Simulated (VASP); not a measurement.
Al5As:

```
CELL_PARAMETERS angstrom
5.41437 0.00000 0.00000
-2.70719 4.68898 0.00000
0.00000 0.00000 7.79819
ATOMIC_POSITIONS crystal
Al 0.00000 0.00000 0.17934
Al 0.00000 0.00000 0.82066
Al 0.50000 0.00000 0.50000
Al 0.00000 0.50000 0.50000
Al 0.50000 0.50000 0.50000
As 0.00000 0.00000 0.50000
```

The cell was generated, and may not be a known phase.

- Program: VASP 6.6.1
- Task: relaxation of cell and atoms
- Functional: PBE
- Potentials or basis: VASP PAW PBE potentials, release 64 (Al, As)
- Cutoff: 600 eV
- k mesh: 12 × 12 × 6
- Occupations: gaussian, width 0.1 eV
- Spin: no spin polarisation

At the start: pressure 0.5 GPa; volume 33.00 Å³/atom.

Where does the relaxation end?

Over 8 steps the energy falls by 3.1 meV/atom and the volume is 33.90 Å³/atom (+2.8 %); space group P6/mmm (No. 191, to 0.1 Å) before and after.

The path:
| step | energy change (eV) | largest force (eV/Å) | pressure (GPa) | volume (Å³) |
| --- | --- | --- | --- | --- |
| 1 | 0.0000 | 0.0219 | 0.50 | 197.98 |
| 2 | -0.0120 | 0.1078 | 0.18 | 200.92 |
| 3 | -0.0141 | 0.1541 | -0.04 | 202.59 |
| 4 | -0.0163 | 0.1102 | -0.02 | 202.76 |
| 5 | -0.0180 | 0.0427 | 0.03 | 203.04 |
| 6 | -0.0181 | 0.0300 | 0.04 | 203.10 |
| 7 | -0.0184 | 0.0140 | 0.00 | 203.56 |
| 8 | -0.0185 | 0.0007 | 0.01 | 203.43 |

Final structure:
```xyz
6
Lattice="5.4293 0.0000 0.0000 -2.7147 4.7019 0.0000 0.0000 0.0000 7.9687" Properties=species:S:1:pos:R:3 pbc="T T T"
Al    0.0000    0.0000    1.4595
Al    0.0000    0.0000    6.5092
Al    2.7147    0.0000    3.9844
Al   -1.3573    2.3510    3.9844
Al    1.3573    2.3510    3.9844
As    0.0000    0.0000    3.9844
```
